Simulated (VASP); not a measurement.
# SrTl in VASP: notebook, part 3 of 3

VASP 6.6.1. The steps go on from the part before.

## 6. Electric field gradients, LDA (equal xy, yz and zx shear strains of -2 %)

INCAR

```
PREC = Accurate ; ENCUT = 520
EDIFF = 1E-8 ; ISMEAR = -1
SIGMA = 0.05 ; LREAL = False
LASPH = True ; NELM = 80
ALGO = Normal ; ISIF = 2
LWAVE = False ; LCHARG = False
LEFG = True ; NBANDS = 18
```

KPOINTS

```
Automatic mesh
0
Gamma
  8 8 8
```

POSCAR

```
SrTl
1.0
    4.0320000000     -0.0403200000     -0.0403200000
   -0.0403200000      4.0320000000     -0.0403200000
   -0.0403200000     -0.0403200000      4.0320000000
Sr Tl
1 1
Direct
    0.0000000000      0.0000000000      0.0000000000
    0.5000000000      0.5000000000      0.5000000000
```

Potentials or basis: VASP PAW LDA potentials, release 64 (Sr_sv, Tl_d).

The run is started by

```sh
cat potpaw_LDA.64/Sr_sv/POTCAR potpaw_LDA.64/Tl_d/POTCAR > POTCAR
mpirun -np 1 vasp_std > vasp.out
```

OUTCAR:

```text
PREC = Accurate
   ENCUT = 520
   EDIFF = 1E-8
   ISMEAR = -1
   LREAL = False
   LASPH = True
   NELM = 80
   ISIF = 2

 ion  position               nearest neighbor table
   1  0.000  0.000  0.000-   2 3.42   2 3.42   2 3.52   2 3.52   2 3.52   2 3.52   2 3.52   2 3.52

   2  0.500  0.500  0.500-   1 3.42   1 3.42   1 3.52   1 3.52   1 3.52   1 3.52   1 3.52   1 3.52

  LATTYP: Found a trigonal (rhomboedric) cell.
 ALAT       =     4.0324031798
 COS(alpha) =    -0.0198960208

  Lattice vectors:

 A1 = (   4.0320000000,  -0.0403200000,  -0.0403200000)
 A2 = (  -0.0403200000,   4.0320000000,  -0.0403200000)
 A3 = (  -0.0403200000,  -0.0403200000,   4.0320000000)

Analysis of symmetry for initial positions (statically):
=====================================================================
 Subroutine PRICEL returns:
 Original cell was already a primitive cell.

 Routine SETGRP: Setting up the symmetry group for a
 trigonal (rhombohedral) supercell.

 Subroutine GETGRP returns: Found 12 space group operations
 (whereof 12 operations were pure point group operations)
 out of a pool of 12 trial point group operations.

The static configuration has the point symmetry D_3d.

Analysis of symmetry for dynamics (positions and initial velocities):
=====================================================================
 Subroutine PRICEL returns:
 Original cell was already a primitive cell.

 Routine SETGRP: Setting up the symmetry group for a
 trigonal (rhombohedral) supercell.

 Subroutine GETGRP returns: Found 12 space group operations
 (whereof 12 operations were pure point group operations)
 out of a pool of 12 trial point group operations.
[... 159 lines left out ...]
      2     -13.4414      2.00000
      3     -13.4304      2.00000
      4     -13.4304      2.00000
      5      -7.2157      2.00000
      6      -7.2157      2.00000
[... 481 lines left out ...]
      5      -7.1688      2.00000
      6      -7.1460      2.00000
[... 10 lines left out ...]
     17      10.0877      0.00000
     18      11.3753      0.00000

 [... further k-points ...]

------------------------ aborting loop because EDIFF is reached ----------------------------------------

  FORCE on cell =-STRESS in cart. coord.  units (eV):
  Direction    XX          YY          ZZ          XY          YZ          ZX
  --------------------------------------------------------------------------------------
  -------------------------------------------------------------------------------------
  Total       -0.7081826     -0.7081826     -0.7081826      0.1826154      0.1826154      0.1826154
  in kB      -17.3151174    -17.3151174    -17.3151174      4.4649608      4.4649608      4.4649608
  external PRESSURE =     -17.3151174 kB  Pullay stress =       0.0000000 kB

 VOLUME and BASIS-vectors are now :
 -----------------------------------------------------------------------------
  energy-cutoff  :      520.00
  volume of cell :       65.53
      direct lattice vectors                 reciprocal lattice vectors
     4.032000000 -0.040320000 -0.040320000     0.248065987  0.002505717  0.002505717
    -0.040320000  4.032000000 -0.040320000     0.002505717  0.248065987  0.002505717
    -0.040320000 -0.040320000  4.032000000     0.002505717  0.002505717  0.248065987

 POSITION                                       TOTAL-FORCE (eV/Angst)
 -----------------------------------------------------------------------------------
      0.00000      0.00000      0.00000        -0.000000     -0.000000     -0.000000
      1.97568      1.97568      1.97568         0.000000      0.000000      0.000000
 -----------------------------------------------------------------------------------
    total drift:                                0.000000      0.000000      0.000000

  FREE ENERGIE OF THE ION-ELECTRON SYSTEM (eV)
  ---------------------------------------------------
  free  energy   TOTEN  =        -5.8646858094 eV

  energy  without entropy=       -5.8512149506  energy(sigma->0) =       -5.85795038

 Electric field gradients (V/A^2)
---------------------------------------------------------------------
 ion       V_xx      V_yy      V_zz      V_xy      V_xz      V_yz
---------------------------------------------------------------------
   1       0.000     0.000    -0.000    -1.478    -1.478    -1.478
   2      -0.000    -0.000     0.000    -2.498    -2.498    -2.498
---------------------------------------------------------------------

 Electric field gradients after diagonalization (V/A^2)
 (convention: |V_zz| > |V_xx| > |V_yy|)
----------------------------------------------------------------------
 ion       V_xx      V_yy      V_zz     asymmetry (V_yy - V_xx)/ V_zz
----------------------------------------------------------------------
   1       1.478     1.478    -2.956       0.000
   2       2.498     2.498    -4.997       0.000
----------------------------------------------------------------------

           NMR quadrupolar parameters

 Cq : quadrupolar parameter    Cq=e*Q*V_zz/h
 eta: asymmetry parameters     (V_yy - V_xx)/ V_zz
 Q  : nuclear electric quadrupole moment in mb (millibarn)
----------------------------------------------------------------------
 ion       Cq(MHz)       eta       Q (mb)
----------------------------------------------------------------------
   1      -0.007       0.000       1.000
   2      -0.012       0.000       1.000
----------------------------------------------------------------------
```

Wall time 83 s (1 thread of Intel Xeon 8259CL, shared host); peak memory 0.21 GiB.

Results:

- Free energy: -5.8647 eV
- Pressure: -1.7 GPa
- Band gap on the k mesh: zero (an odd number of electrons rules out a gap without spin polarisation)
- Largest electric field gradient by atom: Sr -3.0; Tl -5.0 V/Å²

Electric field gradients, principal values (V/Å²):
```tsv
atom	least	middle	greatest (by size)
1 Sr	1.478	1.478	-2.956
2 Tl	2.498	2.498	-4.997
```

Caveat: the cell differs from its parent crystal (equal xy, yz and zx shear strains of -2 %); without QUAD_EFG the Cq values of the log hold for a quadrupole moment of 1 mb, not for the nuclei; spin-orbit coupling is left out, which moves the levels of the heavy elements.

## 7. The runs side by side

| cell | gap on the mesh (eV) | pressure (GPa) |
| --- | --- | --- |
| a = 3.978 Å, 2 atoms | none | -0.6 |
| a = 4.005 Å, 2 atoms | none | -1.2 |
| a = 4.019 Å, 2 atoms | none | -1.5 |
| a = 4.032 Å, angles 91.1°, 2 atoms | none | -1.7 |

Alike in all rows: task electric field gradients; level LDA; potentials or basis VASP PAW LDA potentials, release 64 (Sr_sv, Tl_d); no spin polarisation; k mesh 8 × 8 × 8; cutoff (eV) 520; smearing fermi-dirac 0.05 eV.

Caveats: spin-orbit coupling is left out, which moves the levels of the heavy elements.

Absolute energies hang on the potentials; compare differences alone.
